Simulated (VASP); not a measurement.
# Eu (Im-3m) in VASP: notebook

Runs on Eu. Level: LDA. Tasks: single point.

All numbers are computed with VASP 6.6.1; they aren't measurements. Logs are shortened: lines on timing, memory, paths and dates and some standing lists are left out, and cuts for length are marked.

### 1 The cell of the first run

It takes space group Im-3m (No. 229, cubic). Conventional cell: a = 4.109 Å, b = 4.109 Å, c = 4.109 Å, α = 90.00°, β = 90.00°, γ = 90.00°. Within 4.7 Å of Eu (site symmetry m-3m) lie 14 Eu at 3.56 to 4.11 Å.

### 2 Single point, LDA, collinear spin, ferromagnetic start

INCAR

```
SYSTEM = Eu
  ALGO = Normal
  EDIFF = 1E-7
  ENCUT = 520
  GGA = CA
  ISIF = 2
  ISMEAR = 0
  ISPIN = 2
  LASPH = .True.
  LCHARG = .False.
  LMAXMIX = 6
  LORBIT = 11
  LREAL = .False.
  LWAVE = .False.
  MAGMOM = 6.925
  NBANDS = 18
  NELM = 150
  PREC = Accurate
  SIGMA = 1.0
```

KPOINTS

```
k-points
0
Gamma
  11 11 11
  0 0 0
```

POSCAR

```
Eu
1.0
   -2.0544259245      2.0544259245      2.0544259245
    2.0544259245     -2.0544259245      2.0544259245
    2.0544259245      2.0544259245     -2.0544259245
Eu
1
Direct
    0.0000000000      0.0000000000      0.0000000000
```

Potentials or basis: VASP PAW PBE potentials, release 64 (Eu).

Run with:

```sh
$ cat potpaw_PBE.64/Eu/POTCAR > POTCAR
$ mpirun -np 1 vasp_std > vasp.out
```

OUTCAR:

```text
SYSTEM = Eu
   EDIFF = 1E-7
   ENCUT = 520
   GGA = CA
   ISIF = 2
   ISMEAR = 0
   ISPIN = 2
   LASPH = .True.
   LORBIT = 11
   LREAL = .False.
   NELM = 150
   PREC = Accurate

 ion  position               nearest neighbor table
   1  0.000  0.000  0.000-

  LATTYP: Found a body centered cubic cell.
 ALAT       =     4.1088518490

  Lattice vectors:

 A1 = (  -2.0544259245,   2.0544259245,   2.0544259245)
 A2 = (   2.0544259245,  -2.0544259245,   2.0544259245)
 A3 = (   2.0544259245,   2.0544259245,  -2.0544259245)

Analysis of symmetry for initial positions (statically):
=====================================================================
 Subroutine PRICEL returns:
 Original cell was already a primitive cell.

 Routine SETGRP: Setting up the symmetry group for a
 body centered cubic supercell.

 Subroutine GETGRP returns: Found 48 space group operations
 (whereof 48 operations were pure point group operations)
 out of a pool of 48 trial point group operations.

The static configuration has the point symmetry O_h .

Analysis of symmetry for dynamics (positions and initial velocities):
=====================================================================
 Subroutine PRICEL returns:
 Original cell was already a primitive cell.

 Routine SETGRP: Setting up the symmetry group for a
 body centered cubic supercell.

 Subroutine GETGRP returns: Found 48 space group operations
 (whereof 48 operations were pure point group operations)
 out of a pool of 48 trial point group operations.

The dynamic configuration has the point symmetry O_h .

Analysis of structural, dynamic, and magnetic symmetry:
=====================================================================
 Subroutine PRICEL returns:
 Original cell was already a primitive cell.

 Routine SETGRP: Setting up the symmetry group for a
 body centered cubic supercell.

 Subroutine GETGRP returns: Found 48 space group operations
 (whereof 48 operations were pure point group operations)
 out of a pool of 48 trial point group operations.

The overall configuration has the point symmetry O_h .

 Subroutine INISYM returns: Found 48 space group operations
 (whereof 48 operations are pure point group operations),
 and found     1 'primitive' translations

----------------------------------------------------------------------------------------

                                     Primitive cell

  volume of cell :      34.6842

  direct lattice vectors                    reciprocal lattice vectors
    -2.054425924  2.054425924  2.054425924     0.000000000  0.243376991  0.243376991
     2.054425924 -2.054425924  2.054425924     0.243376991  0.000000000  0.243376991
     2.054425924  2.054425924 -2.054425924     0.243376991  0.243376991  0.000000000

  length of vectors
     3.558370082  3.558370082  3.558370082     0.344187042  0.344187042  0.344187042

  position of ions in fractional coordinates (direct lattice)
     0.000000000  0.000000000  0.000000000

  ion indices of the primitive-cell ions
   primitive index   ion index
                 1           1

----------------------------------------------------------------------------------------

 KPOINTS: k-points

Automatic generation of k-mesh.
 Grid dimensions read from file:
 generate k-points for:   11   11   11

 Generating k-lattice:

  Cartesian coordinates                     Fractional coordinates (reciprocal lattice)
     0.000000000  0.022125181  0.022125181     0.090909091  0.000000000  0.000000000
     0.022125181  0.000000000  0.022125181     0.000000000  0.090909091  0.000000000
     0.022125181  0.022125181  0.000000000     0.000000000  0.000000000  0.090909091

  Length of vectors
     0.031289731  0.031289731  0.031289731

  Shift w.r.t. Gamma in fractional coordinates (k-lattice)
     0.000000000  0.000000000  0.000000000

 Subroutine IBZKPT returns following result:
 ===========================================

 Found     56 irreducible k-points:

 Following reciprocal coordinates:
            Coordinates               Weight
  0.000000  0.000000  0.000000      1.000000
  0.090909  0.000000  0.000000     12.000000
  0.181818  0.000000  0.000000     12.000000
  0.272727  0.000000  0.000000     12.000000
  0.363636  0.000000  0.000000     12.000000
  0.454545  0.000000  0.000000     12.000000
[... 16 lines left out ...]
  0.272727  0.181818  0.090909     48.000000
  0.363636  0.181818  0.090909     24.000000
 [... further k-points ...]
   k-points           NKPTS =     56   k-points in BZ     NKDIM =     56   number of bands    NBANDS=     18
   number of dos      NEDOS =    301   number of ions     NIONS =      1
   total plane-waves  NPLWV =  21952
   dimension x,y,z NGX =    28 NGY =   28 NGZ =   28
   dimension x,y,z NGXF=    56 NGYF=   56 NGZF=   56
   ions per type =               1
   NGX,Y,Z   is equivalent  to a cutoff of  13.08, 13.08, 13.08 a.u.
   NGXF,Y,Z  is equivalent  to a cutoff of  26.16, 26.16, 26.16 a.u.
 SYSTEM =  Eu
   PREC   = accura    normal or accurate (medium, high low for compatibility)
   ISTART =      0    job   : 0-new  1-cont  2-samecut
   ICHARG =      2    charge: 1-file 2-atom 10-const
   ISPIN  =      2    spin polarized calculation?
   LNONCOLLINEAR =      F non collinear calculations
   LSORBIT =      F    spin-orbit coupling
   LASPH  =      T    aspherical Exc in radial PAW
   ENCUT  =  520.0 eV  38.22 Ry    6.18 a.u.   6.62  6.62  6.62*2*pi/ulx,y,z
   NELM   =    150;   NELMIN=  2; NELMDL= -5     # of ELM steps
   EDIFF  = 0.1E-06   stopping-criterion for ELM
   LREAL  =      F    real-space projection
   EDIFFG = 0.1E-05   stopping-criterion for IOM
   NSW    =      0    number of steps for IOM
   IBRION =     -1    ionic relax: 0-MD 1-quasi-New 2-CG
   NFREE  =      0    steps in history (QN), initial steepest desc. (CG)
   ISIF   =      2    stress and relaxation
   ISYM   =      2    0-nonsym 1-usesym 2-fastsym
   POTIM  = 0.5000    time-step for ionic-motion
   TEBEG  =    0.0;   TEEND  =   0.0 temperature during run
   PSTRESS=    0.0 pullay stress
   NELECT =      17.0000    total number of electrons
   NUPDOWN=      -1.0000    fix difference up-down
   EMIN   =  10.00;   EMAX   =-10.00  energy-range for DOS
   EFERMI =   0.00;   METHOD = LEGACY
   ISMEAR =     0;   SIGMA  =   1.00  broadening in eV -4-tet -1-fermi 0-gaus
   EFERMI_NEDOS =   21; number of points for ismear=-14 and -15
   IALGO  =     38    algorithm
   IMIX   =      4    mixing-type and parameters
     AMIX     =   0.40;   BMIX     =  1.00
     AMIX_MAG =   1.60;   BMIX_MAG =  1.00
  volume/ion in A,a.u.               =      34.68       234.06
  Fermi-wavevector in a.u.,A,eV,Ry     =   1.290765  2.439193 22.668331  1.666075
  Thomas-Fermi vector in A             =   2.422577
   LORBIT       =     11    0 simple, 1 ext, 2 COOP (PROOUT), +10 PAW based schemes
   GGA     = CA    functional components
   LHFCALC =     F    Hartree Fock is set to
   AEXX    =    0.0000 exact exchange contribution
   IVDW    =     0    specifies the selected vdW correction
   LEPSILON=     F    determine dielectric tensor
   LRPA    =     F    only Hartree local field effects (RPA)
 spin polarized calculation
 Gauss-broadening in eV      SIGMA  =   1.00
  energy-cutoff  :      520.00
  volume of cell :       34.68
 maximum number of plane-waves:       959
   NGX = 13   NGY = 13   NGZ = 13

 number of electron      17.0000002 magnetization       7.1250493

 Free energy of the ion-electron system (eV)
  ---------------------------------------------------
  ext. energy  EPLUGINS =         0.00000000
  ---------------------------------------------------
  free energy    TOTEN  =       -11.97918828 eV

  energy without entropy =      -10.79649769  energy(sigma->0) =      -11.38784299

 E-fermi :   2.5824     XC(G=0):  -9.9650

 val. band max:        2.5820315092   @ k =   0.2727   0.1818   0.1818
 cond. band min:       2.5841694903   @ k =  -0.3636  -0.3636   0.0909
 fundamental gap:      0.0021379811
 Fermi energy:         2.5824123696

 spin component 1

 k-point     1 :       0.0000    0.0000    0.0000
  band No.  band energies     occupation
      1     -39.0491      1.00000
      2     -17.4647      1.00000
      3     -17.4647      1.00000
      4     -17.4647      1.00000
      5      -1.9729      1.00000
      6       1.2727      0.96800
[... 10 lines left out ...]
     17       6.5299      0.00000
     18      13.0861      0.00000

 k-point     2 :       0.0909    0.0000    0.0000
  band No.  band energies     occupation
      1     -39.0428      1.00000
      2     -17.5340      1.00000
      3     -17.4857      1.00000
      4     -17.4652      1.00000
      5      -1.7357      1.00000
      6       1.2731      0.96796
[... 10 lines left out ...]
     17       6.5405      0.00000
     18      13.3092      0.00000
[... 442 lines left out ...]
 k-point    24 :       0.3636    0.1818    0.0909
  band No.  band energies     occupation
      1     -38.9642      1.00000
      2     -18.1277      1.00000
      3     -17.8295      1.00000
      4     -17.5974      1.00000
      5       1.2472      0.97050
      6       1.3323      0.96146
[... 10 lines left out ...]
     17       9.4487      0.00000
     18      10.6125      0.00000

 [... further k-points ...]

 spin component 2

 k-point     1 :       0.0000    0.0000    0.0000
  band No.  band energies     occupation
      1     -36.2848      1.00000
      2     -15.3001      1.00000
      3     -15.3001      1.00000
      4     -15.3001      1.00000
      5      -1.2259      1.00000
      6       5.3775      0.00004
[... 10 lines left out ...]
     17       7.5766      0.00000
     18      14.0508      0.00000

 k-point     2 :       0.0909    0.0000    0.0000
  band No.  band energies     occupation
      1     -36.2770      1.00000
      2     -15.3847      1.00000
      3     -15.3249      1.00000
      4     -15.3008      1.00000
      5      -0.9761      1.00000
      6       5.0281      0.00027
[... 10 lines left out ...]
     17       7.6259      0.00000
     18      14.2721      0.00000
[... 442 lines left out ...]
 k-point    24 :       0.3636    0.1818    0.0909
  band No.  band energies     occupation
      1     -36.1802      1.00000
      2     -16.0957      1.00000
      3     -15.7374      1.00000
      4     -15.4622      1.00000
      5       2.4380      0.58091
      6       3.4514      0.10955
[... 10 lines left out ...]
     17      10.6806      0.00000
     18      11.9273      0.00000

 [... further k-points ...]
[... 5 lines left out ...]
  --------------------------------------------------------------------------------------
  -------------------------------------------------------------------------------------
  Total        0.0736618      0.0736618      0.0736618     -0.0000000     -0.0000000      0.0000000
  in kB        3.4026819      3.4026819      3.4026819     -0.0000000     -0.0000000      0.0000000
  external PRESSURE =       3.4026819 kB  Pullay stress =       0.0000000 kB

 VOLUME and BASIS-vectors are now :
 -----------------------------------------------------------------------------
  energy-cutoff  :      520.00
  volume of cell :       34.68
      direct lattice vectors                 reciprocal lattice vectors
    -2.054425924  2.054425924  2.054425924     0.000000000  0.243376991  0.243376991
     2.054425924 -2.054425924  2.054425924     0.243376991  0.000000000  0.243376991
     2.054425924  2.054425924 -2.054425924     0.243376991  0.243376991  0.000000000

 POSITION                                       TOTAL-FORCE (eV/Angst)
 -----------------------------------------------------------------------------------
      0.00000      0.00000      0.00000        -0.000000     -0.000000      0.000000
 -----------------------------------------------------------------------------------
    total drift:                               -0.000000     -0.000000     -0.000000

  FREE ENERGIE OF THE ION-ELECTRON SYSTEM (eV)
  ---------------------------------------------------
  free  energy   TOTEN  =       -11.9791882846 eV

  energy  without entropy=      -10.7964976863  energy(sigma->0) =      -11.38784299

 total charge

# of ion       s       p       d       f       tot
--------------------------------------------------
    1        2.087   5.631   0.492   6.450  14.659

 magnetization (x)

# of ion       s       p       d       f       tot
--------------------------------------------------
    1        0.004  -0.062   0.194   6.433   6.570
```

Wall time 58 s (1 thread of Intel Xeon 6975P-C (Granite Rapids), shared host); peak memory 0.2 GiB.

What came out:

```
Free energy                                           : -11.9792 eV
Pressure                                              : 0.3 GPa
Net moment                                            : 7.13 μB per cell
Site moments                                          : Eu +6.57 μB
Valence electrons inside the program's atomic spheres : Eu 14.66
```

Caveat: so wide a smearing shifts energies and pressures; the PAW data sets were made with another functional, which shifts forces and pressure a little; spin-orbit coupling is left out, which moves the levels of the heavy elements; semilocal functionals describe open f shells poorly, which spoils levels, moments and volumes.

### 3 Single point, LDA, collinear spin, ferromagnetic start

INCAR

```
SYSTEM = Eu
  PREC = Accurate
  ENCUT = 520
  EDIFF = 1E-6
  ISMEAR = 1
  SIGMA = 0.01
  LREAL = .False.
  LASPH = .True.
  NELM = 150
  ALGO = Normal
  ISIF = 2
  LWAVE = .False.
  LCHARG = .False.
  ISPIN = 2
  MAGMOM = 6.925
  LORBIT = 11
  LMAXMIX = 6
  GGA = CA
  NBANDS = 18
```

KPOINTS

```
regular mesh
0
Gamma
  11 11 11
  0 0 0
```

POSCAR is that of step 2.

Potentials or basis: VASP PAW PBE potentials, release 64 (Eu).

Run with:

```sh
$ cat potpaw_PBE.64/Eu/POTCAR > POTCAR
$ mpirun -np 1 vasp_std > vasp.out
```

Wall time 58 s (1 thread of Intel Xeon 6975P-C (Granite Rapids), shared host); peak memory 0.2 GiB.

Results (log left out):

```yaml
Free_energy: -11.4052 eV
Pressure: -0.5 GPa
Net_moment: 7.08 μB per cell
Site_moments: Eu +6.62 μB
Valence_electrons_inside_the_program's_atomic_spheres: Eu 14.71
```

Levels at points of the mesh, in eV from the Fermi level:
Spin up:
| k point | band 10 | band 11 | band 12 | band 13 | band 14 | band 15 |
| --- | --- | --- | --- | --- | --- | --- |
| (0.00, 0.00, 0.00) | -0.25 | -0.25 | -0.19 | 2.01 | 2.01 | 2.01 |
Spin down:
```tsv
k point	band 3	band 4	band 5	band 6	band 7	band 8
(0.00, 0.00, 0.00)	-17.48	-17.48	-3.75	2.95	2.95	2.95
```

Caveat: the PAW data sets were made with another functional, which shifts forces and pressure a little; spin-orbit coupling is left out, which moves the levels of the heavy elements; semilocal functionals describe open f shells poorly, which spoils levels, moments and volumes.
